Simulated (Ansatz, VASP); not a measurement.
Cu3N in VASP and in Ansatz

```
CELL_PARAMETERS angstrom
3.82701 0.00000 0.00000
0.00000 3.82701 0.00000
0.00000 0.00000 3.82701
ATOMIC_POSITIONS crystal
Cu 0.50000 0.00000 0.00000
Cu 0.00000 0.50000 0.00000
Cu 0.00000 0.00000 0.50000
N 0.00000 0.00000 0.00000
```

Alike in both runs: functional PBE; k mesh 10 × 10 × 10; occupations gaussian, width 0.01 eV; no spin polarisation.

Ansatz relaxed the structure, and its values are those at the end. VASP's run is a single point on that final structure, the one shown.

|  | VASP | Ansatz |
| --- | --- | --- |
| version | VASP 6.6.1 | Ansatz 0.2.0 |
| potentials or method | VASP PAW PBE potentials, release 64 (Cu, N), cutoff 600 eV | scalar-relativistic, plane waves, PAW |
| valence electrons in the cell | 38 | 62 |

VASP gave:

* gap on the k mesh at the Fermi level (eV): 0.25
* least direct gap on the mesh (eV): 0.78
* pressure (GPa): 0.8

Task: Which values does Ansatz return?

Result: gap on the k mesh at the Fermi level (eV): 0.22; least direct gap on the mesh (eV): 0.75; pressure (GPa): 0.0.

The functional is the same, so the differences come from potentials, cutoffs and numerics. VASP's potentials hold 38 valence electrons a cell and Ansatz's 62, so a difference there can come from the potentials and not from the codes.
